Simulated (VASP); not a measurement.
Write the native input for VASP 6.6.1 that does the following.

| Property | Result |
| --- | --- |
| Task | single point |
| Functional | HSE06 |
| Potentials or basis | VASP PAW PBE potentials, release 64 (W_sv) |
| Cutoff | 520 eV |
| k mesh | 6 × 6 × 6 |
| Occupations | fermi-dirac, width 0.05 eV |
| Spin | no spin polarisation |
| Dipole correction | no |
| Grid for exact exchange (PRECFOCK) | Normal |
| Further INCAR settings | ALGO = Normal; EDIFF = 1e-07; NBANDS = 13 |
| Share of exact exchange | 0.25 |
| Screening parameter | 0.2079 1/Å |

W:

```xyz
1
Lattice="0.0000 2.0434 2.0434 2.0434 0.0000 2.0434 2.0434 2.0434 0.0000" Properties=species:S:1:pos:R:3 pbc="T T T"
W     0.0000    0.0000    0.0000
```

This isn't the form of W at room conditions, which is bcc.

The input as run:

POSCAR

```
W
1.0
    0.0000000000      2.0434441004      2.0434441004
    2.0434441004      0.0000000000      2.0434441004
    2.0434441004      2.0434441004      0.0000000000
W
1
Direct
    0.0000000000      0.0000000000      0.0000000000
```

INCAR.step1

```
PREC = Accurate ; ENCUT = 520
EDIFF = 1E-5 ; ISMEAR = -1
SIGMA = 0.05 ; LREAL = False
LASPH = True ; NELM = 80
ALGO = Normal ; ISIF = 2
LWAVE = True ; LCHARG = False
GGA = PE ; NBANDS = 13
```

INCAR.step2

```
PREC = Accurate ; ENCUT = 520
EDIFF = 1E-7 ; ISMEAR = -1
SIGMA = 0.05 ; LREAL = False
LASPH = True ; NELM = 80
ALGO = Normal ; ISIF = 2
LWAVE = False ; LCHARG = False
GGA = PE ; LHFCALC = True
HFSCREEN = 0.2079 ; PRECFOCK = Normal
ISTART = 1 ; NBANDS = 13
```

KPOINTS

```
Automatic mesh
0
Gamma
  6 6 6
```

Potentials or basis: VASP PAW PBE potentials, release 64 (W_sv).

Run with:

```sh
$ cat potpaw_PBE.64/W_sv/POTCAR > POTCAR
$ cp INCAR.step1 INCAR
$ mpirun -np 1 vasp_std > vasp.out
$ cp INCAR.step2 INCAR
$ mpirun -np 1 vasp_std > vasp.out
```

It gave:

| Quantity | Value |
| --- | --- |
| Pressure | -14.8 GPa |
| Band gap on the k mesh | zero (bands 7 and 8 overlap by 3.39 eV) |

Caveat: the k points lie up to 0.44 Å⁻¹ apart, too coarse for converged energies and pressures of a metal; the PAW data sets were made with another functional, which shifts forces and pressure a little; spin-orbit coupling is left out, which moves the levels of the heavy elements.

Run time: 27 min on 1 thread of AMD EPYC 7R13, with other jobs on the host, peak memory 0.23 GiB.
